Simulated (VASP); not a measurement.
A run of VASP 6.6.1:

File INCAR:

```
ALGO = Normal
EDIFF = 1E-6
ENCUT = 500
GGA = PE
GGA_COMPAT = F
ISIF = 2
ISMEAR = 0
LASPH = T
LCHARG = F
LMAXMIX = 6
LREAL = F
LWAVE = F
NBANDS = 54
NELM = 200
PREC = Accurate
SIGMA = 0.2
```

KPOINTS

```
k-points
0
Gamma
  6 4 2
```

The input POSCAR:

```
Sm3Ta
1.0
   -0.0078622615     -3.4558532682     -0.0014699832
   -7.0216787241     -0.0134099775      0.0036577523
   -0.0094583478      0.0059319075     -9.6532679608
Sm Ta
6 2
Direct
    0.4999483436      0.7499533626      0.2390842529
    0.4998480449      0.2499510405      0.1894128513
    1.0023457338      0.4812346407      0.5000222970
   -0.0020595796      0.0187102327      0.4999838104
    0.4999722100      0.7500615428      0.7609167803
    0.5000260988      0.2500525199      0.8105859294
    1.0005163612      0.9411199800     -0.0000115028
    0.9994027873      0.5589166807      0.0000055815
```

Potentials or basis: VASP PAW PBE potentials, release 64 (Sm_3, Ta_pv), 4f in core.

Run with:

```sh
$ cat potpaw_PBE.64/Sm_3/POTCAR potpaw_PBE.64/Ta_pv/POTCAR > POTCAR
$ mpirun -np 1 vasp_std > vasp.out
```

Hardware: 1 thread of AMD EPYC 9R45 96-Core Processor (Zen 5) (shared host).

**Question.** How long does it take, and how much memory?

**Answer.** Wall time 3.5 min on 1 thread of AMD EPYC 9R45 96-Core Processor (Zen 5), with other jobs on the host, peak memory 0.43 GiB. Counts: scf iterations 16, k points 28.
